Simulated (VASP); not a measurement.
# Ca2AlO (P-4m2) in VASP: further runs

The runs below take Ca2AlO through single point, relaxation of cell and atoms, with PBE.

Everything below comes from runs of VASP 6.6.1. Logs are shortened: lines on timing, memory, paths and dates and some standing lists are left out, and cuts for length are marked.

## (1) The cell of the first run

It takes space group P-4m2 (No. 115, tetragonal). Conventional cell: a = 3.874 Å, b = 3.874 Å, c = 5.424 Å, α = 90.00°, β = 90.00°, γ = 90.00°. Within 3.0 Å of Ca (site symmetry 2mm) lie 2 Al at 2.29 Å and 2 O at 2.44 Å. Al (site symmetry -4m2) has 4 Ca at 2.29 Å within 3.0 Å. O (site symmetry -4m2) has 4 Ca at 2.44 Å within 3.2 Å.

The cell was generated, and may not be a known phase.

## (2) Single point, PBE

Contents of INCAR:

```
ALGO = Normal ; EDIFF = 1E-6
ENCUT = 520 ; GGA = PE
ISIF = 2 ; ISMEAR = 0
LASPH = T ; LCHARG = F
LREAL = F ; LWAVE = F
NBANDS = 22 ; NELM = 60
PREC = Accurate ; SIGMA = 0.1
```

Contents of KPOINTS:

```
k-points
0
Gamma
  4 4 4
```

Contents of POSCAR:

```
Ca2AlO
1.0
    3.8737609300      0.0000000000      0.0000000000
    0.0000000000      3.8737609300      0.0000000000
    0.0000000000      0.0000000000      5.4243657700
Ca Al O
2 1 1
Direct
    0.0000000000      0.5000000000      0.2249435300
    0.5000000000      0.0000000000      0.7750564700
    0.0000000000      0.0000000000      0.0000000000
    0.5000000000      0.5000000000      0.5000000000
```

Potentials or basis: VASP PAW PBE potentials, release 64 (Ca_sv, Al, O).

Command:

```bash
> cat potpaw_PBE.64/Ca_sv/POTCAR potpaw_PBE.64/Al/POTCAR potpaw_PBE.64/O/POTCAR > POTCAR
> mpirun -np 1 vasp_std > vasp.out
```

OUTCAR:

```text
EDIFF = 1E-6
   ENCUT = 520
   GGA = PE
   ISIF = 2
   ISMEAR = 0
   LASPH = T
   LREAL = F
   NELM = 60
   PREC = Accurate

 ion  position               nearest neighbor table
   1  0.000  0.500  0.225-   3 2.29   3 2.29   4 2.44   4 2.44
   2  0.500  0.000  0.775-   3 2.29   3 2.29   4 2.44   4 2.44
   3  0.000  0.000  0.000-   1 2.29   2 2.29   1 2.29   2 2.29
   4  0.500  0.500  0.500-   1 2.44   2 2.44   2 2.44   1 2.44

  LATTYP: Found a simple tetragonal cell.
 ALAT       =     3.8737609300
 C/A-ratio  =     1.4002840826

  Lattice vectors:

 A1 = (   3.8737609300,   0.0000000000,   0.0000000000)
 A2 = (   0.0000000000,   3.8737609300,   0.0000000000)
 A3 = (   0.0000000000,   0.0000000000,   5.4243657700)

Analysis of symmetry for initial positions (statically):
=====================================================================
 Subroutine PRICEL returns:
 Original cell was already a primitive cell.

 Routine SETGRP: Setting up the symmetry group for a
 simple tetragonal supercell.

 Subroutine GETGRP returns: Found  8 space group operations
 (whereof  8 operations were pure point group operations)
 out of a pool of 16 trial point group operations.

The static configuration has the point symmetry D_2d.

Analysis of symmetry for dynamics (positions and initial velocities):
=====================================================================
 Subroutine PRICEL returns:
 Original cell was already a primitive cell.

 Routine SETGRP: Setting up the symmetry group for a
 simple tetragonal supercell.

 Subroutine GETGRP returns: Found  8 space group operations
 (whereof  8 operations were pure point group operations)
 out of a pool of 16 trial point group operations.

The dynamic configuration has the point symmetry D_2d.

 Subroutine INISYM returns: Found  8 space group operations
 (whereof  8 operations are pure point group operations),
 and found     1 'primitive' translations

----------------------------------------------------------------------------------------

                                     Primitive cell

  volume of cell :      81.3982

  direct lattice vectors                    reciprocal lattice vectors
     3.873760930  0.000000000  0.000000000     0.258147061  0.000000000  0.000000000
     0.000000000  3.873760930  0.000000000     0.000000000  0.258147061  0.000000000
     0.000000000  0.000000000  5.424365770     0.000000000  0.000000000  0.184353350

  length of vectors
     3.873760930  3.873760930  5.424365770     0.258147061  0.258147061  0.184353350

  position of ions in fractional coordinates (direct lattice)
     0.000000000  0.500000000  0.224943530
     0.500000000  0.000000000  0.775056470
     0.000000000  0.000000000  0.000000000
     0.500000000  0.500000000  0.500000000

  ion indices of the primitive-cell ions
   primitive index   ion index
                 1           1
                 2           2
                 3           3
                 4           4

----------------------------------------------------------------------------------------

 KPOINTS: k-points

Automatic generation of k-mesh.
 Grid dimensions read from file:
 generate k-points for:    4    4    4

 Generating k-lattice:

  Cartesian coordinates                     Fractional coordinates (reciprocal lattice)
     0.064536765  0.000000000  0.000000000     0.250000000  0.000000000  0.000000000
     0.000000000  0.064536765  0.000000000     0.000000000  0.250000000  0.000000000
     0.000000000  0.000000000  0.046088337     0.000000000  0.000000000  0.250000000

  Length of vectors
     0.064536765  0.064536765  0.046088337

  Shift w.r.t. Gamma in fractional coordinates (k-lattice)
     0.000000000  0.000000000  0.000000000

 Subroutine IBZKPT returns following result:
 ===========================================

 Found     18 irreducible k-points:

 Following reciprocal coordinates:
            Coordinates               Weight
  0.000000  0.000000  0.000000      1.000000
  0.250000  0.000000  0.000000      4.000000
  0.500000  0.000000  0.000000      2.000000
  0.250000  0.250000  0.000000      4.000000
  0.500000  0.250000  0.000000      4.000000
  0.500000  0.500000  0.000000      1.000000
[... 10 lines left out ...]
  0.500000  0.250000  0.500000      4.000000
  0.500000  0.500000  0.500000      1.000000
   k-points           NKPTS =     18   k-points in BZ     NKDIM =     18   number of bands    NBANDS=     22
   number of dos      NEDOS =    301   number of ions     NIONS =      4
   total plane-waves  NPLWV =  36000
   dimension x,y,z NGX =    30 NGY =   30 NGZ =   40
   dimension x,y,z NGXF=    60 NGYF=   60 NGZF=   80
   ions per type =               2   1   1
   NGX,Y,Z   is equivalent  to a cutoff of  12.87, 12.87, 12.26 a.u.
   NGXF,Y,Z  is equivalent  to a cutoff of  25.75, 25.75, 24.52 a.u.
 SYSTEM =  unknown system
   PREC   = accura    normal or accurate (medium, high low for compatibility)
   ISTART =      0    job   : 0-new  1-cont  2-samecut
   ICHARG =      2    charge: 1-file 2-atom 10-const
   ISPIN  =      1    spin polarized calculation?
   LNONCOLLINEAR =      F non collinear calculations
   LSORBIT =      F    spin-orbit coupling
   LASPH  =      T    aspherical Exc in radial PAW
   ENCUT  =  520.0 eV  38.22 Ry    6.18 a.u.   7.20  7.20 10.09*2*pi/ulx,y,z
   NELM   =     60;   NELMIN=  2; NELMDL= -5     # of ELM steps
   EDIFF  = 0.1E-05   stopping-criterion for ELM
   LREAL  =      F    real-space projection
   EDIFFG = 0.1E-04   stopping-criterion for IOM
   NSW    =      0    number of steps for IOM
   IBRION =     -1    ionic relax: 0-MD 1-quasi-New 2-CG
   NFREE  =      0    steps in history (QN), initial steepest desc. (CG)
   ISIF   =      2    stress and relaxation
   ISYM   =      2    0-nonsym 1-usesym 2-fastsym
   POTIM  = 0.5000    time-step for ionic-motion
   TEBEG  =    0.0;   TEEND  =   0.0 temperature during run
   PSTRESS=    0.0 pullay stress
   NELECT =      29.0000    total number of electrons
   NUPDOWN=      -1.0000    fix difference up-down
   EMIN   =  10.00;   EMAX   =-10.00  energy-range for DOS
   EFERMI =   0.00;   METHOD = LEGACY
   ISMEAR =     0;   SIGMA  =   0.10  broadening in eV -4-tet -1-fermi 0-gaus
   EFERMI_NEDOS =   21; number of points for ismear=-14 and -15
   IALGO  =     38    algorithm
   IMIX   =      4    mixing-type and parameters
     AMIX     =   0.40;   BMIX     =  1.00
     AMIX_MAG =   1.60;   BMIX_MAG =  1.00
  volume/ion in A,a.u.               =      20.35       137.33
  Fermi-wavevector in a.u.,A,eV,Ry     =   1.160565  2.193149 18.325824  1.346910
  Thomas-Fermi vector in A             =   2.297146
   LORBIT       =      0    0 simple, 1 ext, 2 COOP (PROOUT), +10 PAW based schemes
   GGA     = PE    functional components
   LHFCALC =     F    Hartree Fock is set to
   AEXX    =    0.0000 exact exchange contribution
   IVDW    =     0    specifies the selected vdW correction
   LEPSILON=     F    determine dielectric tensor
   LRPA    =     F    only Hartree local field effects (RPA)
 non-spin polarized calculation
 Gauss-broadening in eV      SIGMA  =   0.10
  energy-cutoff  :      520.00
  volume of cell :       81.40
 maximum number of plane-waves:      2212
 NGX is ok and might be reduce to    30
   NGX = 15   NGY = 15   NGZ = 21

 number of electron      29.0000008 magnetization

 Free energy of the ion-electron system (eV)
  ---------------------------------------------------
  ext. energy  EPLUGINS =         0.00000000
  ---------------------------------------------------
  free energy    TOTEN  =        -9.70695346 eV

  energy without entropy =       -9.67159030  energy(sigma->0) =       -9.68927188

 E-fermi :   3.1797     XC(G=0):  -9.1810

 val. band max:        3.1712831062   @ k =   0.2500   0.2500   0.5000
 cond. band min:       3.1861706637   @ k =   0.2500   0.0000   0.5000
 fundamental gap:      0.0148875575
 Fermi energy:         3.1796895653

 k-point     1 :       0.0000    0.0000    0.0000
  band No.  band energies     occupation
      1     -36.8318      2.00000
      2     -36.7917      2.00000
      3     -18.3126      2.00000
      4     -18.3126      2.00000
      5     -18.1072      2.00000
      6     -17.8080      2.00000
[... 14 lines left out ...]
     21       7.8684      0.00000
     22       8.7443      0.00000

 k-point     2 :       0.2500    0.0000    0.0000
  band No.  band energies     occupation
      1     -36.8221      2.00000
      2     -36.7937      2.00000
      3     -18.3937      2.00000
      4     -18.3063      2.00000
      5     -18.0436      2.00000
      6     -17.8380      2.00000
[... 14 lines left out ...]
     21       7.9436      0.00000
     22       8.2464      0.00000

 k-point     3 :       0.5000    0.0000    0.0000
  band No.  band energies     occupation
      1     -36.8054      2.00000
      2     -36.8027      2.00000
      3     -18.4683      2.00000
      4     -18.3000      2.00000
      5     -17.9407      2.00000
      6     -17.9066      2.00000
[... 14 lines left out ...]
     21       7.4133      0.00000
     22       8.6993      0.00000

 k-point     4 :       0.2500    0.2500    0.0000
  band No.  band energies     occupation
      1     -36.8141      2.00000
      2     -36.7940      2.00000
      3     -18.4379      2.00000
      4     -18.3275      2.00000
      5     -17.9986      2.00000
      6     -17.8544      2.00000
[... 14 lines left out ...]
     21       8.3723      0.00000
     22       8.4177      0.00000

 k-point     5 :       0.5000    0.2500    0.0000
  band No.  band energies     occupation
      1     -36.8009      2.00000
      2     -36.7995      2.00000
      3     -18.5004      2.00000
      4     -18.3277      2.00000
      5     -17.9208      2.00000
      6     -17.9021      2.00000
[... 14 lines left out ...]
     21       8.3556      0.00000
     22       8.8880      0.00000

 k-point     6 :       0.5000    0.5000    0.0000
  band No.  band energies     occupation
      1     -36.7964      2.00000
      2     -36.7964      2.00000
      3     -18.5485      2.00000
      4     -18.3381      2.00000
      5     -17.9024      2.00000
      6     -17.8977      2.00000
[... 14 lines left out ...]
     21       7.9049      0.00000
     22       8.9450      0.00000

 k-point     7 :       0.0000    0.0000    0.2500
  band No.  band energies     occupation
      1     -36.8287      2.00000
      2     -36.7948      2.00000
      3     -18.3114      2.00000
      4     -18.3114      2.00000
      5     -18.0690      2.00000
      6     -17.8540      2.00000
[... 174 lines left out ...]
      6     -17.9262      2.00000
[... 14 lines left out ...]
     21       8.2360      0.00000
     22       8.2533      0.00000

 k-point    15 :       0.5000    0.0000    0.5000
  band No.  band energies     occupation
      1     -36.8054      2.00000
      2     -36.8026      2.00000
      3     -18.4818      2.00000
      4     -18.2998      2.00000
      5     -18.0263      2.00000
      6     -17.8933      2.00000
[... 14 lines left out ...]
     21       8.0468      0.00000
     22       8.1795      0.00000

 k-point    16 :       0.2500    0.2500    0.5000
  band No.  band energies     occupation
      1     -36.8106      2.00000
      2     -36.7975      2.00000
      3     -18.4296      2.00000
      4     -18.3437      2.00000
      5     -17.9469      2.00000
      6     -17.9464      2.00000
[... 14 lines left out ...]
     21       8.2536      0.00000
     22       8.6957      0.00000

 k-point    17 :       0.5000    0.2500    0.5000
  band No.  band energies     occupation
      1     -36.8009      2.00000
      2     -36.7995      2.00000
      3     -18.4920      2.00000
      4     -18.3434      2.00000
      5     -17.9760      2.00000
      6     -17.8965      2.00000
[... 14 lines left out ...]
     21       8.0600      0.00000
     22       8.3325      0.00000

 k-point    18 :       0.5000    0.5000    0.5000
  band No.  band energies     occupation
      1     -36.7964      2.00000
      2     -36.7964      2.00000
      3     -18.5253      2.00000
      4     -18.3620      2.00000
      5     -17.9001      2.00000
      6     -17.9001      2.00000
[... 14 lines left out ...]
     21       8.0549      0.00000
     22       8.5090      0.00000

------------------------ aborting loop because EDIFF is reached ----------------------------------------

  FORCE on cell =-STRESS in cart. coord.  units (eV):
  Direction    XX          YY          ZZ          XY          YZ          ZX
  --------------------------------------------------------------------------------------
  -------------------------------------------------------------------------------------
  Total       11.5621146     11.5621146     12.2218583      0.0000000      0.0000000      0.0000000
  in kB      227.5795619    227.5795619    240.5654362      0.0000000      0.0000000      0.0000000
  external PRESSURE =     231.9081867 kB  Pullay stress =       0.0000000 kB

 VOLUME and BASIS-vectors are now :
 -----------------------------------------------------------------------------
  energy-cutoff  :      520.00
  volume of cell :       81.40
      direct lattice vectors                 reciprocal lattice vectors
     3.873760930  0.000000000  0.000000000     0.258147061  0.000000000  0.000000000
     0.000000000  3.873760930  0.000000000     0.000000000  0.258147061  0.000000000
     0.000000000  0.000000000  5.424365770     0.000000000  0.000000000  0.184353350

 POSITION                                       TOTAL-FORCE (eV/Angst)
 -----------------------------------------------------------------------------------
      0.00000      1.93688      1.22018         0.000000      0.000000      7.849004
      1.93688      0.00000      4.20419         0.000000      0.000000     -7.849004
      0.00000      0.00000      0.00000        -0.000000      0.000000      0.000000
      1.93688      1.93688      2.71218         0.000000      0.000000      0.000000
 -----------------------------------------------------------------------------------
    total drift:                                0.000000      0.000000     -0.000000

  FREE ENERGIE OF THE ION-ELECTRON SYSTEM (eV)
  ---------------------------------------------------
  free  energy   TOTEN  =        -9.7069534558 eV

  energy  without entropy=       -9.6715903016  energy(sigma->0) =       -9.68927188
```

It took 18 s on 1 thread of AMD EPYC 9R45 (Zen 5), shared host; peak memory 0.16 GiB.

Results:

```
Free energy            : -9.7070 eV
Pressure               : 23.2 GPa
Largest force          : 7.849 eV/Å
Band gap on the k mesh : zero (an odd number of electrons rules out a gap without spin polarisation)
```

Forces in eV/Å, atoms in the order of the input:
```
Ca   0.000  0.000  7.849
Ca   0.000  0.000 -7.849
Al   0.000  0.000  0.000
O    0.000  0.000  0.000
```

Caveat: the k points lie up to 0.41 Å⁻¹ apart, too coarse for converged energies and pressures of a metal; an odd number of electrons without spin polarisation forces a metal; a magnetic or distorted state may lie lower.

## (3) Single point, PBE

This run uses another cell than the first one, of 25.26 Å³/atom.

Contents of INCAR:

```
ALGO = Normal
EDIFF = 1E-6
ENCUT = 520
GGA = PE
ISIF = 2
ISMEAR = 0
LASPH = True
LCHARG = False
LREAL = False
LWAVE = False
NBANDS = 22
NELM = 60
PREC = Accurate
SIGMA = 0.1
```

KPOINTS is that of step 2.

Contents of POSCAR:

```
Ca2AlO
1.0
    3.5234397042      0.0000000000      0.0000000000
    0.0000000000      3.5234397042      0.0000000000
    0.0000000000      0.0000000000      8.1395691978
Ca Al O
2 1 1
Direct
    0.0000000000      0.5000000000      0.3305101882
    0.5000000000      0.0000000000      0.6694898118
    0.0000000000      0.0000000000      0.0000000000
    0.5000000000      0.5000000000      0.5000000000
```

Potentials or basis: VASP PAW PBE potentials, release 64 (Ca_sv, Al, O).

Command:

```bash
> cat potpaw_PBE.64/Ca_sv/POTCAR potpaw_PBE.64/Al/POTCAR potpaw_PBE.64/O/POTCAR > POTCAR
> mpirun -np 1 vasp_std > vasp.out
```

Run time: 22 s. Hardware: 1 thread of AMD EPYC 9R45 (Zen 5), shared host; peak memory 0.2 GiB.

The run converged. Its results:

- Free energy: -17.3563 eV
- Pressure: 0.3 GPa
- Largest force: 0.058 eV/Å
- Band gap on the k mesh: zero (an odd number of electrons rules out a gap without spin polarisation)

Forces in eV/Å, atoms in the order of the input:
```
Ca   0.000  0.000 -0.058
Ca   0.000  0.000  0.058
Al   0.000  0.000  0.000
O    0.000  0.000  0.000
```

Stress tensor (GPa, compression positive):
```
0.18 0.00 0.00
0.00 0.18 0.00
0.00 0.00 0.42
```

Levels at points of the mesh, in eV from the Fermi level:
```
           k point  band 13  band 14  band 15  band 16  band 17  band 18
(0.00, 0.00, 0.00)    -3.87    -1.87    -0.96     1.37     2.14     3.67
(0.50, 0.00, 0.00)    -3.83    -2.10    -0.68     1.18     1.48     3.27
(0.50, 0.50, 0.00)    -2.31    -0.35    -0.35     0.73     1.20     1.69
(0.00, 0.00, 0.50)    -3.87    -2.65     0.38     0.69     2.39     3.55
(0.50, 0.00, 0.50)    -3.83    -2.05    -0.58     1.09     1.18     3.17
(0.50, 0.50, 0.50)    -2.29    -0.45    -0.45     0.43     1.62     1.68
```

Caveat: the k points lie up to 0.45 Å⁻¹ apart, too coarse for converged energies and pressures of a metal; an odd number of electrons without spin polarisation forces a metal; a magnetic or distorted state may lie lower.

## (4) Single point, PBE

This run uses another cell than the first one, of 25.27 Å³/atom.

Contents of INCAR:

```
SYSTEM = Ca2AlO
  PREC = Accurate
  ENCUT = 520
  EDIFF = 1E-6
  ISMEAR = 0
  SIGMA = 0.1
  LREAL = .FALSE.
  LASPH = .TRUE.
  NELM = 60
  ALGO = Normal
  ISIF = 2
  LWAVE = .FALSE.
  LCHARG = .FALSE.
  GGA = PE
  NBANDS = 22
```

Contents of KPOINTS:

```
Automatic mesh
0
G
  6 6 2
  0 0 0
```

Contents of POSCAR:

```
Ca2AlO
1.0
    3.5531689249      0.0000000000      0.0000000000
    0.0000000000      3.5531689249      0.0000000000
    0.0000000000      0.0000000000      8.0062388313
Ca Al O
2 1 1
Direct
    0.0000000000      0.5000000000      0.3289270749
    0.5000000000      0.0000000000      0.6710729251
    0.0000000000      0.0000000000      0.0000000000
    0.5000000000      0.5000000000      0.5000000000
```

Command:

```bash
> cat potpaw_PBE.64/Ca_sv/POTCAR potpaw_PBE.64/Al/POTCAR potpaw_PBE.64/O/POTCAR > POTCAR
> mpirun -np 1 vasp_std > vasp.out
```

Wall time 25 s (1 thread of AMD EPYC 9R45 (Zen 5), shared host); peak memory 0.19 GiB.

Results (log left out):

- Free energy: -17.3404 eV
- Pressure: 0.2 GPa
- Largest force: 0.054 eV/Å
- Band gap on the k mesh: zero (an odd number of electrons rules out a gap without spin polarisation)

Forces in eV/Å, atoms in the order of the input:
```
Ca   0.000  0.000 -0.054
Ca   0.000  0.000  0.054
Al   0.000  0.000  0.000
O    0.000  0.000  0.000
```

Levels at points of the mesh, in eV from the Fermi level:
```
           k point  band 13  band 14  band 15  band 16  band 17  band 18
(0.00, 0.00, 0.00)    -3.57    -1.50    -0.63     1.76     2.54     3.87
(0.50, 0.00, 0.00)    -3.54    -1.67    -0.41     1.48     1.91     3.51
(0.50, 0.50, 0.00)    -2.07     0.04     0.04     0.94     1.45     2.02
(0.00, 0.00, 0.50)    -3.57    -2.33     0.72     1.11     2.78     3.75
(0.50, 0.00, 0.50)    -3.54    -1.61    -0.31     1.41     1.57     3.40
(0.50, 0.50, 0.50)    -2.05    -0.06    -0.06     0.68     1.81     2.01
```

Caveat: the k points lie up to 0.39 Å⁻¹ apart, too coarse for converged energies and pressures of a metal; an odd number of electrons without spin polarisation forces a metal; a magnetic or distorted state may lie lower.

[end of part 1 of 2]

The gap in the log of VASP goes by the Fermi energy; the results here count the filled bands.